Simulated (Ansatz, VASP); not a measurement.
**One calculation of MgSe, two programs**

File INCAR:

```
ALGO     = Normal         # electronic algorithm
EDIFF    = 1E-6           # SCF threshold, eV
ENCUT    = 600            # plane-wave cutoff, eV
GGA      = CA             # functional
GGA_COMPAT= F            
ISIF     = 2              # what is computed and relaxed
ISMEAR   = 0              # smearing method
LASPH    = T              # aspherical terms in the spheres
LCHARG   = T              # write CHGCAR
LELF     = T              # ELF
LREAL    = F              # projectors in reciprocal space
LVHAR    = T            
LWAVE    = F              # write WAVECAR
NBANDS   = 11             # bands
NELM     = 120            # most SCF steps
PREC     = Accurate       # precision mode
SIGMA    = 0.01           # smearing width, eV
```

KPOINTS

```
k-points
0
Gamma
  8 8 8
```

The input POSCAR:

```
MgSe
1.0
    2.6960261439      2.6960261439      0.0000000000
   -2.6960261439      2.6960261439      0.0000000000
    0.0000000000      2.6960261439      2.6960261439
Mg Se
1 1
Direct
    0.0000000000      0.0000000000      0.0000000000
    0.5000000000      0.5000000000      0.0000000000
```

Input for Ansatz:

```yaml
crystal:
  lattice:
    - [2.69602614392, 2.69602614392, 0.0]
    - [-2.69602614392, 2.69602614392, 0.0]
    - [0.0, 2.69602614392, 2.69602614392]
  atoms:
    - { symbol: Mg, position: [0.0, 0.0, 0.0] }
    - { symbol: Se, position: [0.5, 0.5, 0.0] }
kpoints:
  mp_grid: { grid: [8, 8, 8] }
scf:
  occupations: { method: fixed }
hamiltonian:
  xc: lda
  pseudopotentials: { kind: all_electron, lapw: { basis_error: 0.001 } }
output:
  forces: true
  stress: true
  eigenvalues: true
  eigenstates:
    nscf_kmesh: { grid: [12, 12, 12] }
    de_dk: true
    e_range: [-9, 11.71603428293]
checkpoint:
  write: ck
  write_wavefunctions: false
```

Alike in both runs: task single point; functional LDA; k mesh 8 × 8 × 8; no spin polarisation.

```csv
,VASP,Ansatz
version,VASP 6.6.1,Ansatz 0.2.0
potentials or method,"VASP PAW LDA potentials, release 64 (Mg, Se), cutoff 600 eV","all-electron LAPW, scalar-relativistic"
occupations,"gaussian, width 0.01 eV",fixed
```

```csv
,VASP,Ansatz,Ansatz less VASP
gap on the k mesh at the Fermi level (eV),1.70,1.72,+0.014
pressure (GPa),-0.3,0.0,+0.33
```

LDA's correlation is that of Perdew and Zunger in VASP and of Perdew and Wang (1992) in Ansatz. Ansatz ran all-electron here, and VASP with PAW potentials.
